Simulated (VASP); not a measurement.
# CdS (P6_3/mmc) in VASP: single point with PBE

Aim: the single point of CdS with PBE.

Program: VASP 6.6.1. These are calculated values, not measurements. Logs are shortened: lines on timing, memory, paths and dates and some standing lists are left out, and cuts for length are marked.

### Step 1. The cell of the first run

The structure is hexagonal, space group P6_3/mmc (No. 194). Conventional cell: a = 3.953 Å, b = 3.953 Å, c = 6.605 Å, α = 90.00°, β = 90.00°, γ = 120.00°. Within 3.7 Å of Cd (site symmetry -3m) lie 6 S at 2.82 Å and 2 Cd at 3.30 Å. S (site symmetry -6m2) has 6 Cd at 2.82 Å within 3.7 Å.

### Step 2. Single point, PBE (22.35 Å³/atom)

The input, INCAR:

```
PREC     = Accurate       # precision mode
ENCUT    = 630            # plane-wave cutoff, eV
EDIFF    = 1E-6           # SCF threshold, eV
ISMEAR   = 0              # smearing method
SIGMA    = 0.01           # smearing width, eV
LREAL    = F              # projectors in reciprocal space
LASPH    = T              # aspherical terms in the spheres
NELM     = 120            # most SCF steps
ALGO     = Normal         # electronic algorithm
ISIF     = 2              # what is computed and relaxed
LWAVE    = F              # write WAVECAR
LCHARG   = F              # write CHGCAR
GGA      = PE             # functional
NBANDS   = 34             # bands
GGA_COMPAT= F
```

The input, KPOINTS:

```
regular mesh
0
Gamma
  6 6 4
```

The input, POSCAR:

```
CdS
1.0
    3.9530683032      0.0000000000      0.0000000000
   -1.9765341516      3.4234575735      0.0000000000
    0.0000000000      0.0000000000      6.6047265514
Cd S
2 2
Direct
    0.0000000000      0.0000000000      0.0000000000
    0.0000000000      0.0000000000      0.5000000000
    0.3333333333      0.6666666667      0.2500000000
    0.6666666667      0.3333333333      0.7500000000
```

Potentials or basis: VASP PAW PBE potentials, release 64 (Cd_sv_GW, S).

Started as:

```sh
$ cat potpaw_PBE.64/Cd_sv_GW/POTCAR potpaw_PBE.64/S/POTCAR > POTCAR
$ mpirun -np 1 vasp_std > vasp.out
```

OUTCAR:

```text
PREC = Accurate
   ENCUT = 630
   EDIFF = 1E-6
   ISMEAR = 0
   LREAL = F
   LASPH = T
   NELM = 120
   ISIF = 2
   GGA = PE

 ion  position               nearest neighbor table
   1  0.000  0.000  0.000-
   2  0.000  0.000  0.500-
   3  0.333  0.667  0.250-
   4  0.667  0.333  0.750-

  LATTYP: Found a hexagonal cell.
 ALAT       =     3.9530683032
 C/A-ratio  =     1.6707848296

  Lattice vectors:

 A1 = (   3.9530683032,   0.0000000000,   0.0000000000)
 A2 = (  -1.9765341516,   3.4234575735,   0.0000000000)
 A3 = (   0.0000000000,   0.0000000000,   6.6047265514)

Analysis of symmetry for initial positions (statically):
=====================================================================
 Subroutine PRICEL returns:
 Original cell was already a primitive cell.

 Routine SETGRP: Setting up the symmetry group for a
 hexagonal supercell.

 Subroutine GETGRP returns: Found 24 space group operations
 (whereof 12 operations were pure point group operations)
 out of a pool of 24 trial point group operations.

The static configuration has the point symmetry D_3d.
 The point group associated with its full space group is D_6h.

Analysis of symmetry for dynamics (positions and initial velocities):
=====================================================================
 Subroutine PRICEL returns:
 Original cell was already a primitive cell.

 Routine SETGRP: Setting up the symmetry group for a
 hexagonal supercell.

 Subroutine GETGRP returns: Found 24 space group operations
 (whereof 12 operations were pure point group operations)
 out of a pool of 24 trial point group operations.

The dynamic configuration has the point symmetry D_3d.
 The point group associated with its full space group is D_6h.

 Subroutine INISYM returns: Found 24 space group operations
 (whereof 12 operations are pure point group operations),
 and found     1 'primitive' translations

----------------------------------------------------------------------------------------

                                     Primitive cell

  volume of cell :      89.3828

  direct lattice vectors                    reciprocal lattice vectors
     3.953068303  0.000000000  0.000000000     0.252968055  0.146051175  0.000000000
    -1.976534152  3.423457573  0.000000000     0.000000000  0.292102349  0.000000000
     0.000000000  0.000000000  6.604726551     0.000000000  0.000000000  0.151406722

  length of vectors
     3.953068303  3.953068303  6.604726551     0.292102349  0.292102349  0.151406722

  position of ions in fractional coordinates (direct lattice)
     0.000000000  0.000000000  0.000000000
     0.000000000  0.000000000  0.500000000
     0.333333333  0.666666667  0.250000000
     0.666666667  0.333333333  0.750000000

  ion indices of the primitive-cell ions
   primitive index   ion index
                 1           1
                 2           2
                 3           3
                 4           4

----------------------------------------------------------------------------------------

 KPOINTS: regular mesh

Automatic generation of k-mesh.
 Grid dimensions read from file:
 generate k-points for:    6    6    4

 Generating k-lattice:

  Cartesian coordinates                     Fractional coordinates (reciprocal lattice)
     0.042161343  0.024341862  0.000000000     0.166666667  0.000000000  0.000000000
     0.000000000  0.048683725  0.000000000     0.000000000  0.166666667  0.000000000
     0.000000000  0.000000000  0.037851681     0.000000000  0.000000000  0.250000000

  Length of vectors
     0.048683725  0.048683725  0.037851681

  Shift w.r.t. Gamma in fractional coordinates (k-lattice)
     0.000000000  0.000000000  0.000000000

 Subroutine IBZKPT returns following result:
 ===========================================

 Found     21 irreducible k-points:

 Following reciprocal coordinates:
            Coordinates               Weight
  0.000000  0.000000  0.000000      1.000000
  0.166667  0.000000  0.000000      6.000000
  0.333333  0.000000  0.000000      6.000000
  0.500000  0.000000  0.000000      3.000000
  0.166667  0.166667  0.000000      6.000000
  0.333333  0.166667  0.000000     12.000000
[... 13 lines left out ...]
  0.333333  0.166667  0.500000     12.000000
  0.333333  0.333333  0.500000      2.000000
   k-points           NKPTS =     21   k-points in BZ     NKDIM =     21   number of bands    NBANDS=     34
   number of dos      NEDOS =    301   number of ions     NIONS =      4
   total plane-waves  NPLWV =  55296
   dimension x,y,z NGX =    32 NGY =   32 NGZ =   54
   dimension x,y,z NGXF=    64 NGYF=   64 NGZF=  108
   ions per type =               2   2
   NGX,Y,Z   is equivalent  to a cutoff of  13.46, 13.46, 13.59 a.u.
   NGXF,Y,Z  is equivalent  to a cutoff of  26.92, 26.92, 27.18 a.u.
 SYSTEM =  unknown system
   PREC   = accura    normal or accurate (medium, high low for compatibility)
   ISTART =      0    job   : 0-new  1-cont  2-samecut
   ICHARG =      2    charge: 1-file 2-atom 10-const
   ISPIN  =      1    spin polarized calculation?
   LNONCOLLINEAR =      F non collinear calculations
   LSORBIT =      F    spin-orbit coupling
   LASPH  =      T    aspherical Exc in radial PAW
   ENCUT  =  630.0 eV  46.30 Ry    6.80 a.u.   8.09  8.09 13.52*2*pi/ulx,y,z
   NELM   =    120;   NELMIN=  2; NELMDL= -5     # of ELM steps
   EDIFF  = 0.1E-05   stopping-criterion for ELM
   LREAL  =      F    real-space projection
   EDIFFG = 0.1E-04   stopping-criterion for IOM
   NSW    =      0    number of steps for IOM
   IBRION =     -1    ionic relax: 0-MD 1-quasi-New 2-CG
   NFREE  =      0    steps in history (QN), initial steepest desc. (CG)
   ISIF   =      2    stress and relaxation
   ISYM   =      2    0-nonsym 1-usesym 2-fastsym
   POTIM  = 0.5000    time-step for ionic-motion
   TEBEG  =    0.0;   TEEND  =   0.0 temperature during run
   PSTRESS=    0.0 pullay stress
   NELECT =      52.0000    total number of electrons
   NUPDOWN=      -1.0000    fix difference up-down
   EMIN   =  10.00;   EMAX   =-10.00  energy-range for DOS
   EFERMI =   0.00;   METHOD = LEGACY
   ISMEAR =     0;   SIGMA  =   0.01  broadening in eV -4-tet -1-fermi 0-gaus
   EFERMI_NEDOS =   21; number of points for ismear=-14 and -15
   IALGO  =     38    algorithm
   IMIX   =      4    mixing-type and parameters
     AMIX     =   0.40;   BMIX     =  1.00
     AMIX_MAG =   1.60;   BMIX_MAG =  1.00
  volume/ion in A,a.u.               =      22.35       150.80
  Fermi-wavevector in a.u.,A,eV,Ry     =   1.366652  2.582598 25.412110  1.867737
  Thomas-Fermi vector in A             =   2.492774
   LORBIT       =      0    0 simple, 1 ext, 2 COOP (PROOUT), +10 PAW based schemes
   GGA     = PE    functional components
   LHFCALC =     F    Hartree Fock is set to
   AEXX    =    0.0000 exact exchange contribution
   IVDW    =     0    specifies the selected vdW correction
   LEPSILON=     F    determine dielectric tensor
   LRPA    =     F    only Hartree local field effects (RPA)
 non-spin polarized calculation
 Gauss-broadening in eV      SIGMA  =   0.01
  energy-cutoff  :      630.00
  volume of cell :       89.38
 maximum number of plane-waves:      3228
   NGX = 17   NGY = 17   NGZ = 27

 number of electron      52.0000008 magnetization

 Free energy of the ion-electron system (eV)
  ---------------------------------------------------
  ext. energy  EPLUGINS =         0.00000000
  ---------------------------------------------------
  free energy    TOTEN  =       -11.67384866 eV

  energy without entropy =      -11.67384866  energy(sigma->0) =      -11.67384866

 E-fermi :   4.0115     XC(G=0): -10.0690

 val. band max:        3.8451867913   @ k =   0.0000   0.0000   0.0000
 cond. band min:       4.1477586980   @ k =   0.0000   0.0000   0.0000
 fundamental gap:      0.3025719067
 Fermi energy:         4.0115026822

 k-point     1 :       0.0000    0.0000    0.0000
  band No.  band energies     occupation
      1     -97.7556      2.00000
      2     -97.7553      2.00000
      3     -58.8277      2.00000
      4     -58.8190      2.00000
      5     -58.8177      2.00000
      6     -58.8177      2.00000
[... 26 lines left out ...]
     33      12.6614      0.00000
     34      12.6618      0.00000

 k-point     2 :       0.1667    0.0000    0.0000
  band No.  band energies     occupation
      1     -97.7556      2.00000
      2     -97.7553      2.00000
      3     -58.8277      2.00000
      4     -58.8189      2.00000
      5     -58.8178      2.00000
      6     -58.8177      2.00000
[... 26 lines left out ...]
     33      11.8741      0.00000
     34      11.9516      0.00000

 k-point     3 :       0.3333    0.0000    0.0000
  band No.  band energies     occupation
      1     -97.7556      2.00000
      2     -97.7553      2.00000
      3     -58.8276      2.00000
      4     -58.8189      2.00000
      5     -58.8183      2.00000
      6     -58.8178      2.00000
[... 26 lines left out ...]
     33      11.4708      0.00000
     34      13.1306      0.00000

 k-point     4 :       0.5000    0.0000    0.0000
  band No.  band energies     occupation
      1     -97.7556      2.00000
      2     -97.7553      2.00000
      3     -58.8276      2.00000
      4     -58.8188      2.00000
      5     -58.8184      2.00000
      6     -58.8178      2.00000
[... 26 lines left out ...]
     33      11.6980      0.00000
     34      14.3330      0.00000

 k-point     5 :       0.1667    0.1667    0.0000
  band No.  band energies     occupation
      1     -97.7556      2.00000
      2     -97.7553      2.00000
      3     -58.8276      2.00000
      4     -58.8189      2.00000
      5     -58.8181      2.00000
      6     -58.8178      2.00000
[... 510 lines left out ...]
 k-point    19 :       0.1667    0.1667    0.5000
  band No.  band energies     occupation
      1     -97.7555      2.00000
      2     -97.7555      2.00000
      3     -58.8232      2.00000
      4     -58.8232      2.00000
      5     -58.8178      2.00000
      6     -58.8178      2.00000
[... 26 lines left out ...]
     33      12.0483      0.00000
     34      12.0484      0.00000

 k-point    20 :       0.3333    0.1667    0.5000
  band No.  band energies     occupation
      1     -97.7554      2.00000
      2     -97.7554      2.00000
      3     -58.8232      2.00000
      4     -58.8232      2.00000
      5     -58.8180      2.00000
      6     -58.8180      2.00000
[... 26 lines left out ...]
     33      12.4818      0.00000
     34      12.4819      0.00000

 k-point    21 :       0.3333    0.3333    0.5000
  band No.  band energies     occupation
      1     -97.7554      2.00000
      2     -97.7554      2.00000
      3     -58.8232      2.00000
      4     -58.8232      2.00000
      5     -58.8179      2.00000
      6     -58.8179      2.00000
[... 26 lines left out ...]
     33      12.3254      0.00000
     34      12.3254      0.00000

------------------------ aborting loop because EDIFF is reached ----------------------------------------

  FORCE on cell =-STRESS in cart. coord.  units (eV):
  Direction    XX          YY          ZZ          XY          YZ          ZX
  --------------------------------------------------------------------------------------
  -------------------------------------------------------------------------------------
  Total       -2.0162159     -2.0162159     -2.2641934      0.0000000      0.0000000     -0.0000000
  in kB      -36.1404451    -36.1404451    -40.5854160      0.0000000      0.0000000     -0.0000000
  external PRESSURE =     -37.6221021 kB  Pullay stress =       0.0000000 kB

 VOLUME and BASIS-vectors are now :
 -----------------------------------------------------------------------------
  energy-cutoff  :      630.00
  volume of cell :       89.38
      direct lattice vectors                 reciprocal lattice vectors
     3.953068303  0.000000000  0.000000000     0.252968055  0.146051175  0.000000000
    -1.976534152  3.423457573  0.000000000     0.000000000  0.292102349  0.000000000
     0.000000000  0.000000000  6.604726551     0.000000000  0.000000000  0.151406722

 POSITION                                       TOTAL-FORCE (eV/Angst)
 -----------------------------------------------------------------------------------
      0.00000      0.00000      0.00000         0.000000      0.000000     -0.000000
      0.00000      0.00000      3.30236         0.000000      0.000000     -0.000000
     -0.00000      2.28231      1.65118         0.000000      0.000000      0.000000
      1.97653      1.14115      4.95354        -0.000000     -0.000000     -0.000000
 -----------------------------------------------------------------------------------
    total drift:                                0.000000     -0.000000      0.000000

  FREE ENERGIE OF THE ION-ELECTRON SYSTEM (eV)
  ---------------------------------------------------
  free  energy   TOTEN  =       -11.6738486601 eV

  energy  without entropy=      -11.6738486601  energy(sigma->0) =      -11.67384866
```

It took 54 s on 1 thread of Intel Xeon 6975P-C (Granite Rapids), shared host; peak memory 0.28 GiB.

Results:

| Item | Value |
| --- | --- |
| Free energy | -11.6738 eV |
| Pressure | -3.8 GPa |
| Band gap on the k mesh | 0.30 eV |

Caveat: the cell stands under tension; semilocal functionals underestimate gaps, and a narrow one can read as zero.
